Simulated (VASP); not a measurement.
# Pt in VASP: notebook, part 2 of 2

VASP 6.6.1. The steps go on from the part before.

### 4 Single point, PBE, collinear spin, ferromagnetic start

This run uses another cell than the first one: it holds 1 atom, not 8.

Contents of INCAR:

```
SYSTEM = Pt
PREC     = Accurate       ! precision mode
ENCUT    = 520            ! plane-wave cutoff, eV
EDIFF    = 1E-6           ! SCF threshold, eV
ISMEAR   = 0              ! smearing method
SIGMA    = 0.05           ! smearing width, eV
LREAL    = .FALSE.        ! projectors in reciprocal space
LASPH    = .TRUE.         ! aspherical terms in the spheres
NELM     = 150            ! most SCF steps
ALGO     = Normal         ! electronic algorithm
ISIF     = 2              ! what is computed and relaxed
LWAVE    = .FALSE.        ! write WAVECAR
LCHARG   = .FALSE.        ! write CHGCAR
ISPIN    = 2              ! spin polarisation
MAGMOM   = 1.5            ! initial moments
LORBIT   = 11             ! projections on sites
LMAXMIX  = 4              ! l up to which the mixer works
GGA      = PE             ! functional
NBANDS   = 15             ! bands
```

Contents of KPOINTS:

```
Automatic mesh
0
G
  1 1 25
  0 0 0
```

Contents of POSCAR:

```
Pt
1.0
    9.0000000000      0.0000000000      0.0000000000
    0.0000000000      9.3000000000      0.0000000000
    0.0000000000      0.0000000000      2.3477097243
Pt
1
Direct
    0.5000000000      0.5000000000      0.0000000000
```

Potentials or basis: VASP PAW PBE potentials, release 64 (Pt).

Started as:

```
cat potpaw_PBE.64/Pt/POTCAR > POTCAR
mpirun -np 1 vasp_std > vasp.out
```

OUTCAR:

```text
SYSTEM = Pt
   PREC = Accurate
   ENCUT = 520
   EDIFF = 1E-6
   ISMEAR = 0
   LREAL = .FALSE.
   LASPH = .TRUE.
   NELM = 150
   ISIF = 2
   ISPIN = 2
   LORBIT = 11
   GGA = PE

 ion  position               nearest neighbor table
   1  0.500  0.500  0.000-

  LATTYP: Found a simple orthorhombic cell.
 ALAT       =     2.3477097243
 B/A-ratio  =     3.8335233299
 C/A-ratio  =     3.9613074409

  Lattice vectors:

 A1 = (   0.0000000000,   0.0000000000,   2.3477097243)
 A2 = (   9.0000000000,   0.0000000000,   0.0000000000)
 A3 = (   0.0000000000,   9.3000000000,   0.0000000000)

Analysis of symmetry for initial positions (statically):
=====================================================================
 Subroutine PRICEL returns:
 Original cell was already a primitive cell.

 Routine SETGRP: Setting up the symmetry group for a
 simple orthorhombic supercell.

 Subroutine GETGRP returns: Found  8 space group operations
 (whereof  8 operations were pure point group operations)
 out of a pool of  8 trial point group operations.

The static configuration has the point symmetry D_2h.

Analysis of symmetry for dynamics (positions and initial velocities):
=====================================================================
 Subroutine PRICEL returns:
 Original cell was already a primitive cell.

 Routine SETGRP: Setting up the symmetry group for a
 simple orthorhombic supercell.

 Subroutine GETGRP returns: Found  8 space group operations
 (whereof  8 operations were pure point group operations)
 out of a pool of  8 trial point group operations.

The dynamic configuration has the point symmetry D_2h.

Analysis of structural, dynamic, and magnetic symmetry:
=====================================================================
 Subroutine PRICEL returns:
 Original cell was already a primitive cell.

 Routine SETGRP: Setting up the symmetry group for a
 simple orthorhombic supercell.

 Subroutine GETGRP returns: Found  8 space group operations
 (whereof  8 operations were pure point group operations)
 out of a pool of  8 trial point group operations.

The overall configuration has the point symmetry D_2h.

 Subroutine INISYM returns: Found  8 space group operations
 (whereof  8 operations are pure point group operations),
 and found     1 'primitive' translations

----------------------------------------------------------------------------------------

                                     Primitive cell

  volume of cell :     196.5033

  direct lattice vectors                    reciprocal lattice vectors
     9.000000000  0.000000000  0.000000000     0.111111111  0.000000000  0.000000000
     0.000000000  9.300000000  0.000000000     0.000000000  0.107526882  0.000000000
     0.000000000  0.000000000  2.347709724     0.000000000  0.000000000  0.425947037

  length of vectors
     9.000000000  9.300000000  2.347709724     0.111111111  0.107526882  0.425947037

  position of ions in fractional coordinates (direct lattice)
     0.500000000  0.500000000  0.000000000

  ion indices of the primitive-cell ions
   primitive index   ion index
                 1           1

----------------------------------------------------------------------------------------

 KPOINTS: Automatic mesh
[... 66 lines left out ...]
   PSTRESS=    0.0 pullay stress
   NELECT =      10.0000    total number of electrons
   NUPDOWN=      -1.0000    fix difference up-down
   EMIN   =  10.00;   EMAX   =-10.00  energy-range for DOS
   EFERMI =   0.00;   METHOD = LEGACY
   ISMEAR =     0;   SIGMA  =   0.05  broadening in eV -4-tet -1-fermi 0-gaus
   EFERMI_NEDOS =   21; number of points for ismear=-14 and -15
   IALGO  =     38    algorithm
   IMIX   =      4    mixing-type and parameters
     AMIX     =   0.40;   BMIX     =  1.00
     AMIX_MAG =   1.60;   BMIX_MAG =  1.00
  volume/ion in A,a.u.               =     196.50      1326.07
  Fermi-wavevector in a.u.,A,eV,Ry     =   0.606669  1.146437  5.007581  0.368047
  Thomas-Fermi vector in A             =   1.660847
   LORBIT       =     11    0 simple, 1 ext, 2 COOP (PROOUT), +10 PAW based schemes
   GGA     = PE    functional components
   LHFCALC =     F    Hartree Fock is set to
   AEXX    =    0.0000 exact exchange contribution
   IVDW    =     0    specifies the selected vdW correction
   LEPSILON=     F    determine dielectric tensor
   LRPA    =     F    only Hartree local field effects (RPA)
 spin polarized calculation
 Gauss-broadening in eV      SIGMA  =   0.05
  energy-cutoff  :      520.00
  volume of cell :      196.50
 maximum number of plane-waves:      5359
 NGX is ok and might be reduce to    70

 number of electron      10.0000000 magnetization       0.0389038

 Free energy of the ion-electron system (eV)
  ---------------------------------------------------
  ext. energy  EPLUGINS =         0.00000000
  ---------------------------------------------------
  free energy    TOTEN  =        -3.48711003 eV

  energy without entropy =       -3.48528222  energy(sigma->0) =       -3.48619613

 E-fermi :  -4.9028     XC(G=0):  -2.4030

 val. band max:       -4.9258596670   @ k =   0.0000   0.0000   0.4000
 cond. band min:      -4.8797228696   @ k =   0.0000   0.0000   0.4000
 fundamental gap:      0.0461367974
 Fermi energy:        -4.9027717667

 spin component 1

 k-point     1 :       0.0000    0.0000    0.0000
  band No.  band energies     occupation
      1     -11.8505      1.00000
      2      -6.6148      1.00000
      3      -6.4066      1.00000
      4      -6.4062      1.00000
      5      -3.9507      0.00000
      6      -3.9506      0.00000
      7      -1.3635      0.00000
      8      -1.3509      0.00000
      9       0.7957      0.00000
     10       1.8689      0.00000
     11       2.9595      0.00000
     12       3.0557      0.00000
     13       3.1775      0.00000
     14       3.4485      0.00000
[... 202 lines left out ...]
      1      -9.0136      1.00000
      2      -9.0136      1.00000
      3      -5.2686      1.00000
      4      -5.2685      1.00000
      5      -4.5503      0.00000
      6       0.1935      0.00000
      7       4.6451      0.00000
      8       5.3956      0.00000
      9       5.4116      0.00000
     10       7.0625      0.00000
     11       7.8057      0.00000
     12       7.8728      0.00000
     13       7.9140      0.00000
     14       8.2731      0.00000
     15       8.8328      0.00000
 Fermi energy:        -4.9027717667

 spin component 2

 k-point     1 :       0.0000    0.0000    0.0000
  band No.  band energies     occupation
      1     -11.8236      1.00000
      2      -6.5879      1.00000
      3      -6.3839      1.00000
      4      -6.3835      1.00000
      5      -3.9405      0.00000
      6      -3.9405      0.00000
      7      -1.3539      0.00000
      8      -1.3412      0.00000
      9       0.8064      0.00000
     10       1.8701      0.00000
     11       2.9671      0.00000
     12       3.0627      0.00000
     13       3.1816      0.00000
     14       3.4939      0.00000
[... 203 lines left out ...]
      2      -9.0063      1.00000
      3      -5.2439      1.00000
      4      -5.2438      1.00000
      5      -4.5045      0.00000
      6       0.1971      0.00000
      7       4.6708      0.00000
      8       5.4151      0.00000
      9       5.4313      0.00000
     10       7.0721      0.00000
     11       7.8087      0.00000
     12       7.8757      0.00000
     13       7.9150      0.00000
     14       8.2860      0.00000
     15       8.8351      0.00000

------------------------ aborting loop because EDIFF is reached ----------------------------------------

  FORCE on cell =-STRESS in cart. coord.  units (eV):
  Direction    XX          YY          ZZ          XY          YZ          ZX
  --------------------------------------------------------------------------------------
  -------------------------------------------------------------------------------------
  Total       -0.0240111     -0.0205148     -0.1470161      0.0000000      0.0000000     -0.0000000
  in kB       -0.1957730     -0.1672662     -1.1986869      0.0000000      0.0000000     -0.0000000
  external PRESSURE =      -0.5205754 kB  Pullay stress =       0.0000000 kB

 VOLUME and BASIS-vectors are now :
 -----------------------------------------------------------------------------
  energy-cutoff  :      520.00
  volume of cell :      196.50
      direct lattice vectors                 reciprocal lattice vectors
     9.000000000  0.000000000  0.000000000     0.111111111  0.000000000  0.000000000
     0.000000000  9.300000000  0.000000000     0.000000000  0.107526882  0.000000000
     0.000000000  0.000000000  2.347709724     0.000000000  0.000000000  0.425947037

 POSITION                                       TOTAL-FORCE (eV/Angst)
 -----------------------------------------------------------------------------------
      4.50000      4.65000      0.00000         0.000000      0.000000      0.000000
 -----------------------------------------------------------------------------------
    total drift:                                0.000000      0.000000      0.000000

  FREE ENERGIE OF THE ION-ELECTRON SYSTEM (eV)
  ---------------------------------------------------
  free  energy   TOTEN  =        -3.4871100331 eV

  energy  without entropy=       -3.4852822194  energy(sigma->0) =       -3.48619613

 total charge

# of ion       s       p       d       tot
------------------------------------------
    1        0.777   0.255   8.042   9.074

 magnetization (x)

# of ion       s       p       d       tot
------------------------------------------
    1        0.007   0.000   0.028   0.035
```

Wall time 54 s (1 thread of AMD EPYC 9R45 (Zen 5), shared host); peak memory 0.33 GiB.

What came out:

```
Free energy                                           : -3.4871 eV
Band gap on the k mesh                                : zero (filled and empty bands overlap)
Net moment                                            : 0.04 μB per cell
Site moments                                          : Pt +0.04 μB
Valence electrons inside the program's atomic spheres : Pt 9.07
```

Levels at points of the mesh, in eV from the Fermi level:
Spin up:
| k point | band 2 | band 3 | band 4 | band 5 | band 6 | band 7 | band 8 | band 9 |
| --- | --- | --- | --- | --- | --- | --- | --- | --- |
| (0.00, 0.00, 0.00) | -1.71 | -1.50 | -1.50 | 0.95 | 0.95 | 3.54 | 3.55 | 5.70 |
Spin down:
| k point | band 2 | band 3 | band 4 | band 5 | band 6 | band 7 | band 8 | band 9 |
| --- | --- | --- | --- | --- | --- | --- | --- | --- |
| (0.00, 0.00, 0.00) | -1.69 | -1.48 | -1.48 | 0.96 | 0.96 | 3.55 | 3.56 | 5.71 |

Caveat: spin-orbit coupling is left out, which moves the levels of the heavy elements.

### 5 The runs side by side

| spin | cell | k mesh | gap on the mesh (eV) | largest force (eV/Å) |
| --- | --- | --- | --- | --- |
| off | a = 14.600, b = 13.300, c = 2.628 Å, 8 atoms | 1 × 1 × 19 | none | 0.02 |
| off | a = 14.600, b = 13.300, c = 2.807 Å, 8 atoms | 1 × 1 × 19 | none | 1.80 |
| collinear, ferromagnetic start | a = 9.000, b = 9.300, c = 2.348 Å, 1 atom | 1 × 1 × 25 | none | - |

Alike in all rows: task single point; level PBE; potentials or basis VASP PAW PBE potentials, release 64 (Pt); cutoff (eV) 520; smearing gaussian 0.05 eV.

Caveats: spin-orbit coupling is left out, which moves the levels of the heavy elements.

Total energies depend on the potentials used, so only differences within one code and one set of settings carry meaning.
